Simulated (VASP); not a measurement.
# Mg3PbO4 (Pm) in VASP: single point with r2SCAN+rVV10

Aim: the single point of Mg3PbO4 with r2SCAN+rVV10.

All numbers are computed with VASP 6.6.1; they aren't measurements. Logs are shortened: lines on timing, memory, paths and dates and some standing lists are left out, and cuts for length are marked.

### Step 1. The cell of the first run

It takes space group Pm (No. 6, monoclinic). The conventional cell has a = 5.484 Å, b = 3.341 Å, c = 6.004 Å, α = 90.00°, β = 93.13°, γ = 90.00°. Mg (site symmetry m) has 4 O at 1.94 to 2.01 Å within 2.6 Å. Within 2.6 Å of Mg (site symmetry m) lie 4 O at 1.97 to 2.05 Å. Within 2.6 Å of Mg (site symmetry m) lie 4 O at 1.95 to 2.06 Å. Pb (site symmetry m) has 5 O at 2.24 to 2.83 Å within 3.0 Å. Within 2.7 Å of O (site symmetry m) lie 3 Mg at 2.00 to 2.06 Å and 1 Pb at 2.66 Å. Within 2.7 Å of O (site symmetry m) lie 4 Mg at 2.01 to 2.06 Å. O (site symmetry m) has 2 Mg at 1.94 to 1.97 Å and 2 Pb at 2.24 Å within 2.6 Å. Within 2.6 Å of O (site symmetry m) lie 3 Mg at 1.95 to 1.96 Å and 1 Pb at 2.39 Å.

### Step 2. Single point, r2SCAN+rVV10

The input, POSCAR:

```
Mg3PbO4
1.0
    5.4823230414      0.0000000000     -0.1497320352
    0.0000000000      3.3405793531      0.0000000000
   -0.1645094107      0.0000000000      6.0018756360
Mg Pb O
3 1 4
Direct
    0.5098273598      0.5000000000      0.1651938104
   -0.0062573681      0.5000000000      0.8565620564
    0.0121665482      0.0000000000      0.3325652568
    0.5070649021      0.0000000000      0.6443169489
    0.0243788667      0.0000000000      0.6761677938
    0.1437080982      0.5000000000      0.1774118727
    0.6349435048      0.5000000000      0.8697758803
    0.6577670884      0.0000000000      0.2780073806
```

The input, INCAR.step1:

```
SYSTEM = Mg3PbO4
ALGO = Normal
EDIFF = 1E-4
ENCUT = 520
GGA = PE
ISMEAR = -1
LASPH = .TRUE.
LCHARG = .FALSE.
LREAL = .FALSE.
LUSENCCL = .FALSE.
LWAVE = .TRUE.
NBANDS = 32
NELM = 100
PREC = Accurate
SIGMA = 0.03
```

The input, INCAR.step2:

```
SYSTEM = Mg3PbO4
ALGO = Normal
BPARAM = 11.95
CPARAM = 0.0093
EDIFF = 1E-6
ENCUT = 520
ISIF = 2
ISMEAR = -1
ISTART = 1
IVDW_NL = 2
LASPH = .TRUE.
LCHARG = .FALSE.
LMIXTAU = .TRUE.
LREAL = .FALSE.
LUSENCCL = .FALSE.
LUSE_VDW = .TRUE.
LWAVE = .FALSE.
METAGGA = R2SCAN
NBANDS = 32
NELM = 100
PREC = Accurate
SIGMA = 0.03
```

The input, KPOINTS:

```
k-points
0
G
  6 8 6
  0 0 0
```

Potentials or basis: VASP PAW PBE potentials, release 64 (Mg, Pb_d, O).

Command:

```
$ cat potpaw_PBE.64/Mg/POTCAR potpaw_PBE.64/Pb_d/POTCAR potpaw_PBE.64/O/POTCAR > POTCAR
$ cp INCAR.step1 INCAR
$ mpirun -np 1 vasp_std > vasp.out
$ cp INCAR.step2 INCAR
$ mpirun -np 1 vasp_std > vasp.out
```

OUTCAR:

```text
SYSTEM = Mg3PbO4
   BPARAM = 11.95
   EDIFF = 1E-6
   ENCUT = 520
   ISIF = 2
   ISMEAR = -1
   ISTART = 1
   IVDW_NL = 2
   LASPH = .TRUE.
   LREAL = .FALSE.
   METAGGA = R2SCAN
   NELM = 100
   PREC = Accurate

 ion  position               nearest neighbor table
   1  0.510  0.500  0.165-   7 1.94   8 1.96   8 1.96   6 2.01   2 3.30   2 3.32   4 3.33   4 3.33
                             3 3.33   3 3.33   3 3.40   3 3.40   4 3.54   4 3.54
   2  0.994  0.500  0.857-   7 1.97   5 2.00   5 2.00   6 2.05   1 3.30   3 3.31   3 3.31   1 3.32
                             4 3.34   4 3.34   4 3.57   4 3.57   3 3.57   3 3.57
   3  0.012  0.000  0.333-   8 1.95   5 2.06   6 2.06   6 2.06   4 3.21   2 3.31   2 3.31   1 3.33
                             1 3.33   1 3.40   1 3.40   4 3.43   2 3.57   2 3.57
   4  0.507  0.000  0.644-   7 2.24   7 2.24   8 2.39   5 2.66   5 2.83   3 3.21   1 3.33   1 3.33
                             2 3.34   2 3.34   3 3.43   1 3.54   1 3.54   2 3.57   2 3.57
   5  0.024  0.000  0.676-   2 2.00   2 2.00   3 2.06   4 2.66   4 2.83
   6  0.144  0.500  0.177-   1 2.01   2 2.05   3 2.06   3 2.06
   7  0.635  0.500  0.870-   1 1.94   2 1.97   4 2.24   4 2.24
   8  0.658  0.000  0.278-   3 1.95   1 1.96   1 1.96   4 2.39

  LATTYP: Found a simple monoclinic cell.
 ALAT       =     5.4843673849
 B/A-ratio  =     0.6091093318
 C/A-ratio  =     1.0947716237
 COS(beta)  =    -0.0546805185

  Lattice vectors:

 A1 = (   5.4823230414,   0.0000000000,  -0.1497320352)
 A2 = (   0.0000000000,   3.3405793531,   0.0000000000)
 A3 = (  -0.1645094107,   0.0000000000,   6.0018756360)

Analysis of symmetry for initial positions (statically):
=====================================================================
 Subroutine PRICEL returns:
 Original cell was already a primitive cell.

 Routine SETGRP: Setting up the symmetry group for a
 simple monoclinic supercell.

 Subroutine GETGRP returns: Found  2 space group operations
 (whereof  2 operations were pure point group operations)
 out of a pool of  4 trial point group operations.

The static configuration has the point symmetry C_1h.

Analysis of symmetry for dynamics (positions and initial velocities):
=====================================================================
 Subroutine PRICEL returns:
 Original cell was already a primitive cell.

 Routine SETGRP: Setting up the symmetry group for a
 simple monoclinic supercell.

 Subroutine GETGRP returns: Found  2 space group operations
 (whereof  2 operations were pure point group operations)
 out of a pool of  4 trial point group operations.

The dynamic configuration has the point symmetry C_1h.

 Subroutine INISYM returns: Found  2 space group operations
 (whereof  2 operations are pure point group operations),
 and found     1 'primitive' translations

----------------------------------------------------------------------------------------

                                     Primitive cell

  volume of cell :     109.8369

  direct lattice vectors                    reciprocal lattice vectors
     5.482323041  0.000000000 -0.149732035     0.182541080 -0.000000000  0.005003390
     0.000000000  3.340579353  0.000000000    -0.000000000  0.299349273 -0.000000000
    -0.164509411  0.000000000  6.001875636     0.004553951 -0.000000000  0.166739404

  length of vectors
     5.484367385  3.340579353  6.004129787     0.182609638  0.299349273  0.166801581

  position of ions in fractional coordinates (direct lattice)
     0.509827360  0.500000000  0.165193810
     0.993742632  0.500000000  0.856562056
     0.012166548  0.000000000  0.332565257
     0.507064902  0.000000000  0.644316949
     0.024378867  0.000000000  0.676167794
     0.143708098  0.500000000  0.177411873
     0.634943505  0.500000000  0.869775880
     0.657767088  0.000000000  0.278007381

  ion indices of the primitive-cell ions
   primitive index   ion index
                 1           1
                 2           2
                 3           3
                 4           4
                 5           5
                 6           6
                 7           7
                 8           8

----------------------------------------------------------------------------------------

 KPOINTS: k-points

Automatic generation of k-mesh.
 Grid dimensions read from file:
 generate k-points for:    6    8    6

 Generating k-lattice:

  Cartesian coordinates                     Fractional coordinates (reciprocal lattice)
     0.030423513 -0.000000000  0.000833898     0.166666667  0.000000000  0.000000000
    -0.000000000  0.037418659 -0.000000000     0.000000000  0.125000000  0.000000000
     0.000758992 -0.000000000  0.027789901     0.000000000  0.000000000  0.166666667

  Length of vectors
     0.030434940  0.037418659  0.027800263

  Shift w.r.t. Gamma in fractional coordinates (k-lattice)
     0.000000000  0.000000000  0.000000000

 Subroutine IBZKPT returns following result:
 ===========================================

 Found    100 irreducible k-points:

 Following reciprocal coordinates:
            Coordinates               Weight
  0.000000  0.000000  0.000000      1.000000
  0.166667  0.000000  0.000000      2.000000
  0.333333  0.000000  0.000000      2.000000
  0.500000  0.000000  0.000000      1.000000
  0.000000  0.125000  0.000000      2.000000
  0.166667  0.125000  0.000000      4.000000
[... 16 lines left out ...]
  0.333333  0.000000  0.166667      2.000000
  0.500000  0.000000  0.166667      2.000000
 [... further k-points ...]
   k-points           NKPTS =    100   k-points in BZ     NKDIM =    100   number of bands    NBANDS=     32
   number of dos      NEDOS =    301   number of ions     NIONS =      8
   total plane-waves  NPLWV =  56448
   dimension x,y,z NGX =    42 NGY =   28 NGZ =   48
   dimension x,y,z NGXF=    84 NGYF=   56 NGZF=   96
   ions per type =               3   1   4
   NGX,Y,Z   is equivalent  to a cutoff of  12.73, 13.93, 13.29 a.u.
   NGXF,Y,Z  is equivalent  to a cutoff of  25.46, 27.87, 26.58 a.u.
 SYSTEM =  Mg3PbO4
   PREC   = accura    normal or accurate (medium, high low for compatibility)
   ISTART =      1    job   : 0-new  1-cont  2-samecut
   ICHARG =      0    charge: 1-file 2-atom 10-const
   ISPIN  =      1    spin polarized calculation?
   LNONCOLLINEAR =      F non collinear calculations
   LSORBIT =      F    spin-orbit coupling
   LASPH  =      T    aspherical Exc in radial PAW
   ENCUT  =  520.0 eV  38.22 Ry    6.18 a.u.  10.20  6.21 11.16*2*pi/ulx,y,z
   NELM   =    100;   NELMIN=  2; NELMDL=  0     # of ELM steps
   EDIFF  = 0.1E-05   stopping-criterion for ELM
   LREAL  =      F    real-space projection
   EDIFFG = 0.1E-04   stopping-criterion for IOM
   NSW    =      0    number of steps for IOM
   IBRION =     -1    ionic relax: 0-MD 1-quasi-New 2-CG
   NFREE  =      0    steps in history (QN), initial steepest desc. (CG)
   ISIF   =      2    stress and relaxation
   ISYM   =      2    0-nonsym 1-usesym 2-fastsym
   POTIM  = 0.5000    time-step for ionic-motion
   TEBEG  =    0.0;   TEEND  =   0.0 temperature during run
   PSTRESS=    0.0 pullay stress
   NELECT =      44.0000    total number of electrons
   NUPDOWN=      -1.0000    fix difference up-down
   EMIN   =  10.00;   EMAX   =-10.00  energy-range for DOS
   EFERMI =   0.00;   METHOD = LEGACY
   ISMEAR =    -1;   SIGMA  =   0.03  broadening in eV -4-tet -1-fermi 0-gaus
   EFERMI_NEDOS =   21; number of points for ismear=-14 and -15
   IALGO  =     38    algorithm
   IMIX   =      4    mixing-type and parameters
     AMIX     =   0.40;   BMIX     =  1.00
     AMIX_MAG =   1.60;   BMIX_MAG =  1.00
  volume/ion in A,a.u.               =      13.73        92.65
  Fermi-wavevector in a.u.,A,eV,Ry     =   1.206821  2.280562 19.815768  1.456418
  Thomas-Fermi vector in A             =   2.342477
   LORBIT       =      0    0 simple, 1 ext, 2 COOP (PROOUT), +10 PAW based schemes
   METAGGA = R2SCAN    functional components
   LHFCALC =     F    Hartree Fock is set to
   AEXX    =    0.0000 exact exchange contribution
   IVDW_NL    =     2    kernel type
   BPARAM     =11.9500
   IVDW    =     0    specifies the selected vdW correction
   LEPSILON=     F    determine dielectric tensor
   LRPA    =     F    only Hartree local field effects (RPA)
 non-spin polarized calculation
  energy-cutoff  :      520.00
  volume of cell :      109.84
 maximum number of plane-waves:      2986
 NGX is ok and might be reduce to    42
   NGX = 21   NGY = 13   NGZ = 23

 number of electron      44.0000010 magnetization

 Free energy of the ion-electron system (eV)
  ---------------------------------------------------
  ext. energy  EPLUGINS =         0.00000000
  ---------------------------------------------------
  free energy    TOTEN  =      -109.73040538 eV

  energy without entropy =     -109.73040538  energy(sigma->0) =     -109.73040538

 E-fermi :   4.2908     XC(G=0): -10.4112

 val. band max:        3.6645696723   @ k =   0.0000   0.5000   0.0000
 cond. band min:       5.4699490170   @ k =   0.5000   0.5000   0.5000
 fundamental gap:      1.8053793447
 Fermi energy:         4.2908329729

 k-point     1 :       0.0000    0.0000    0.0000
  band No.  band energies     occupation
      1     -15.9875      2.00000
      2     -15.0043      2.00000
      3     -14.6364      2.00000
      4     -14.5291      2.00000
      5     -13.2489      2.00000
      6     -13.1361      2.00000
[... 24 lines left out ...]
     31      14.3158      0.00000
     32      16.0970      0.00000

 k-point     2 :       0.1667    0.0000    0.0000
  band No.  band energies     occupation
      1     -15.9826      2.00000
      2     -14.9820      2.00000
      3     -14.6596      2.00000
      4     -14.4985      2.00000
      5     -13.2523      2.00000
      6     -13.1361      2.00000
[... 24 lines left out ...]
     31      14.3448      0.00000
     32      15.8710      0.00000

 k-point     3 :       0.3333    0.0000    0.0000
  band No.  band energies     occupation
      1     -15.9731      2.00000
      2     -14.9205      2.00000
      3     -14.7272      2.00000
      4     -14.4266      2.00000
      5     -13.2625      2.00000
      6     -13.1363      2.00000
[... 24 lines left out ...]
     31      14.6284      0.00000
     32      15.1307      0.00000

 k-point     4 :       0.5000    0.0000    0.0000
  band No.  band energies     occupation
      1     -15.9684      2.00000
      2     -14.8544      2.00000
      3     -14.7969      2.00000
      4     -14.3857      2.00000
      5     -13.2707      2.00000
      6     -13.1364      2.00000
[... 24 lines left out ...]
     31      14.4821      0.00000
     32      15.1336      0.00000

 k-point     5 :       0.0000    0.1250    0.0000
  band No.  band energies     occupation
      1     -15.9737      2.00000
      2     -14.9731      2.00000
      3     -14.6190      2.00000
      4     -14.5152      2.00000
      5     -13.2224      2.00000
      6     -13.1291      2.00000
[... 584 lines left out ...]
     31      14.2363      0.00000
     32      15.2601      0.00000

 k-point    22 :       0.1667    0.0000    0.1667
  band No.  band energies     occupation
      1     -15.9767      2.00000
      2     -14.9730      2.00000
      3     -14.6684      2.00000
      4     -14.4998      2.00000
      5     -13.2555      2.00000
      6     -13.1362      2.00000
[... 24 lines left out ...]
     31      14.4160      0.00000
     32      15.1615      0.00000

 k-point    23 :       0.3333    0.0000    0.1667
  band No.  band energies     occupation
      1     -15.9682      2.00000
      2     -14.9099      2.00000
      3     -14.7310      2.00000
      4     -14.4324      2.00000
      5     -13.2653      2.00000
      6     -13.1363      2.00000
[... 24 lines left out ...]
     31      14.5888      0.00000
     32      15.0097      0.00000

 k-point    24 :       0.5000    0.0000    0.1667
  band No.  band energies     occupation
      1     -15.9643      2.00000
      2     -14.8515      2.00000
      3     -14.7883      2.00000
      4     -14.3941      2.00000
      5     -13.2736      2.00000
      6     -13.1364      2.00000
[... 24 lines left out ...]
     31      14.3377      0.00000
     32      15.0852      0.00000

 [... further k-points ...]

------------------------ aborting loop because EDIFF is reached ----------------------------------------

  FORCE on cell =-STRESS in cart. coord.  units (eV):
  Direction    XX          YY          ZZ          XY          YZ          ZX
  --------------------------------------------------------------------------------------
  -------------------------------------------------------------------------------------
  Total       -0.1636191     -0.0732699     -0.0600260      0.0000000      0.0000000      0.0169723
  in kB       -2.3866928     -1.0687798     -0.8755915      0.0000000      0.0000000      0.2475723
  external PRESSURE =      -1.4436880 kB  Pullay stress =       0.0000000 kB

 VOLUME and BASIS-vectors are now :
 -----------------------------------------------------------------------------
  energy-cutoff  :      520.00
  volume of cell :      109.84
      direct lattice vectors                 reciprocal lattice vectors
     5.482323041  0.000000000 -0.149732035     0.182541080 -0.000000000  0.005003390
     0.000000000  3.340579353  0.000000000    -0.000000000  0.299349273 -0.000000000
    -0.164509411  0.000000000  6.001875636     0.004553951 -0.000000000  0.166739404

 POSITION                                       TOTAL-FORCE (eV/Angst)
 -----------------------------------------------------------------------------------
      2.76786      1.67029      0.91514         0.006821      0.000000     -0.004672
      5.30711      1.67029      4.99218        -0.018194      0.000000      0.004450
      0.01199      0.00000      1.99419        -0.003417      0.000000     -0.002381
      2.67390      0.00000      3.79119        -0.048037      0.000000     -0.042292
      0.02242      0.00000      4.05462        -0.000943      0.000000     -0.003726
      0.75867      1.67029      1.04329         0.000965      0.000000     -0.006480
      3.33788      1.67029      5.12522         0.049237      0.000000      0.098582
      3.56036      0.00000      1.57008         0.013568      0.000000     -0.043483
 -----------------------------------------------------------------------------------
    total drift:                               -0.006616     -0.000000     -0.007581

  FREE ENERGIE OF THE ION-ELECTRON SYSTEM (eV)
  ---------------------------------------------------
  free  energy   TOTEN  =      -109.7304053788 eV

  energy  without entropy=     -109.7304053788  energy(sigma->0) =     -109.73040538
```

It took 2.7 min on 1 × NVIDIA H100 80GB with 1 thread of AMD EPYC 7R13 (Zen 3), shared host; peak memory 1.5 GiB.

What came out:

| Quantity | Value |
| --- | --- |
| Free energy | -109.7304 eV |
| Pressure | -0.1 GPa |
| Largest force | 0.110 eV/Å |
| Band gap on the k mesh | 1.81 eV (least direct gap 2.29 eV) |

Forces on the atoms (eV/Å):
```
Mg   0.007  0.000 -0.005
Mg  -0.018  0.000  0.004
Mg  -0.003  0.000 -0.002
Pb  -0.048  0.000 -0.042
O   -0.001  0.000 -0.004
O    0.001  0.000 -0.006
O    0.049  0.000  0.099
O    0.014  0.000 -0.043
```

Caveat: the PAW data sets were made with another functional, which shifts forces and pressure a little; spin-orbit coupling is left out, which moves the levels of the heavy elements. A k mesh can miss the band edges.
